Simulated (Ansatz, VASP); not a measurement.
## Two plane-wave programs on Ca

File INCAR:

```
SYSTEM = Ca
  PREC = Accurate
  ENCUT = 520
  EDIFF = 1E-6
  ISMEAR = -1
  SIGMA = 0.1
  LREAL = .False.
  LASPH = .True.
  NELM = 60
  ALGO = Normal
  ISIF = 2
  LWAVE = .False.
  LCHARG = .False.
  GGA = RP
  NBANDS = 17
```

Contents of KPOINTS:

```
Automatic mesh
0
Gamma
  10 10 6
  0 0 0
```

POSCAR

```
Ca
1.0
    3.9224624288      0.0000000000      0.0000000000
   -1.9612312144      3.3969521087      0.0000000000
    0.0000000000      0.0000000000      6.4390076647
Ca
2
Direct
    0.3333333333      0.6666666667      0.2500000000
    0.6666666667      0.3333333333      0.7500000000
```

Input for Ansatz:

```yaml
crystal:
  lattice:
    - [3.9224624288, 0.0, 0.0]
    - [-1.9612312144, 3.3969521087, 0.0]
    - [0.0, 0.0, 6.4390076647]
  atoms:
    - { symbol: Ca, position: [0.3333333333, 0.6666666667, 0.25] }
    - { symbol: Ca, position: [0.6666666667, 0.3333333333, 0.75] }
hamiltonian:
  xc: rpbe
  pseudopotentials:
    kind: paw
    azcp:
      Ca: "pseudopotentials/Ca.paw.azcp"
basis:
  ecutwfc: 420
  fft_grid_basis: typed
kpoints:
  mp_grid: { grid: [10, 10, 6], shift: [0, 0, 0] }
magnetization:
  spin_polarized: false
scf:
  occupations: { method: fermi_dirac, width: 0.1 }
  lower_state_search: "off"
output:
  stress: true
```

Alike in both runs: task single point; functional RPBE; k mesh 10 × 10 × 6; occupations fermi-dirac, width 0.1 eV; no spin polarisation.

|  | VASP | Ansatz |
| --- | --- | --- |
| version | VASP 6.6.1 | Ansatz 0.2.0 |
| potentials or method | VASP PAW PBE potentials, release 64 (Ca_sv), cutoff 520 eV | plane waves (420 eV) with PAW, scalar-relativistic |
| valence electrons in the cell | 20 | 20 |

```tsv
	VASP	Ansatz	Ansatz less VASP
pressure (GPa)	0.7	0.7	-0.01
```

VASP's potentials were made for PBE, not for RPBE.
